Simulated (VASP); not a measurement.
A run of VASP 6.6.1 is set up as follows.

Contents of INCAR:

```
ALGO     = Fast           # electronic algorithm
DIPOL    = 0.5 0.5 0.500
EDIFF    = 1E-6           # SCF threshold, eV
ENCUT    = 520            # plane-wave cutoff, eV
GGA      = PS             # functional
IDIPOL   = 3            
ISIF     = 2              # what is computed and relaxed
ISMEAR   = 0              # smearing method
LASPH    = T              # aspherical terms in the spheres
LCHARG   = F              # write CHGCAR
LDIPOL   = T            
LREAL    = F              # projectors in reciprocal space
LWAVE    = F              # write WAVECAR
NBANDS   = 36             # bands
NELM     = 60             # most SCF steps
PREC     = Accurate       # precision mode
SIGMA    = 0.1            # smearing width, eV
```

Contents of KPOINTS:

```
k-points
0
Gamma
  11 11 1
```

Contents of POSCAR:

```
Sc
1.0
    3.2186815821      0.0000000000      0.0000000000
    0.0000000000      3.2186815821      0.0000000000
    0.0000000000      0.0000000000     24.1038062929
Sc
5
Direct
    0.5000000000      0.5000000000      0.3111541766
    0.0000000000      0.0000000000      0.4055770883
    0.5000000000      0.5000000000      0.5000000000
    0.0000000000      0.0000000000      0.5944229117
    0.5000000000      0.5000000000      0.6888458234
```

Potentials or basis: VASP PAW PBE potentials, release 64 (Sc_sv).

Command:

```bash
$ cat potpaw_PBE.64/Sc_sv/POTCAR > POTCAR
$ mpirun -np 1 vasp_std > vasp.out
```

Problem. Predict the band gap on the k mesh.

Solution. Zero (an odd number of electrons rules out a gap without spin polarisation).

Problem. Estimate the largest force.

Solution. 0.462 eV/Å.

Forces in eV/Å, atoms in the order of the input:
```
Sc   0.000  0.000  0.438
Sc   0.000  0.000 -0.462
Sc   0.000  0.000  0.000
Sc   0.000  0.000  0.462
Sc   0.000  0.000 -0.438
```

Caveat: the PAW data sets were made with another functional, which shifts forces and pressure a little.
